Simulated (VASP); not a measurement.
HfO2:

```
Hf O
1.0
     5.21946    0.00000    0.00000
     0.00000    5.00476    0.00000
     0.00000    0.00000    5.03269
Hf O
4 8
Direct
  0.96699 0.73252 0.74144
  0.53301 0.73252 0.24144
  0.46699 0.26748 0.74144
  0.03301 0.26748 0.24144
  0.63213 0.92865 0.87927
  0.86787 0.92865 0.37927
  0.23395 0.53988 0.49229
  0.26605 0.53988 0.99229
  0.76605 0.46012 0.99229
  0.73395 0.46012 0.49229
  0.13213 0.07135 0.87927
  0.36787 0.07135 0.37927
```

Program: VASP 6.6.1. Alike in all runs: task single point; potentials or basis VASP PAW PBE potentials, release 64 (Hf_pv, O); no spin polarisation; cell as given; k mesh 5 × 6 × 5; cutoff (eV) 520; smearing fermi-dirac 0.05 eV.

Q: Order these runs on this cell by their pressure, lowest first.
A. level BLYP
B. level SVWN5
C. level revPBE
D. level BLYP+D3(BJ)
E. level PBE exchange alone

A: B (-8.1 GPa), D (5.6 GPa), C (10.0 GPa), A (13.9 GPa), E (28.4 GPa).

Caveats: the PAW data sets were made with another functional, which shifts forces and pressure a little (some runs).
